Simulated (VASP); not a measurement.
Here is a VASP 6.6.1 calculation.

File INCAR:

```
SYSTEM = TeMo5
  PREC = Accurate
  ENCUT = 600
  EDIFF = 1E-6
  ISMEAR = 0
  SIGMA = 0.1
  LREAL = .False.
  LASPH = .True.
  NELM = 80
  ALGO = Fast
  ISIF = 3
  LWAVE = .False.
  LCHARG = .False.
  GGA = PE
  IBRION = 2
  NSW = 100
  EDIFFG = -0.01
```

KPOINTS

```
regular mesh
0
Gamma
  10 10 10
  0 0 0
```

POSCAR

```
TeMo5
1.0
    0.0000000000      3.7203078252      3.7203078252
    3.7203078252      0.0000000000      3.7203078252
    3.7203078252      3.7203078252      0.0000000000
Te Mo
1 5
Direct
    0.7500000000      0.7500000000      0.7500000000
    0.1241510379      0.1241510379      0.6275468864
    0.6275468864      0.1241510379      0.1241510379
    0.1241510379      0.1241510379      0.1241510379
    0.1241510379      0.6275468864      0.1241510379
    0.5000000000      0.5000000000      0.5000000000
```

Potentials or basis: VASP PAW PBE potentials, release 64 (Te, Mo_sv).

Command:

```bash
$ cat potpaw_PBE.64/Te/POTCAR potpaw_PBE.64/Mo_sv/POTCAR > POTCAR
$ mpirun -np 1 vasp_std > vasp.out
```

Question: Estimate the space group after relaxing (to 0.1 Å).

Answer: F-43m (No. 216).

Question: Estimate the band gap on the k mesh.

Answer: Zero (bands 38 and 39 overlap by 1.13 eV).

Question: Estimate the relaxed cell.

Answer: a = 5.266 Å, b = 5.266 Å, c = 5.266 Å, α = 60.00°, β = 60.00°, γ = 60.00°.

Forces in eV/Å, atoms in the order of the input:
```
Te   0.000  0.000  0.000
Mo  -0.001 -0.001  0.001
Mo   0.001 -0.001 -0.001
Mo   0.001  0.001  0.001
Mo  -0.001  0.001 -0.001
Mo   0.000  0.000  0.000
```

Caveat: spin-orbit coupling is left out, which moves the levels of the heavy elements.
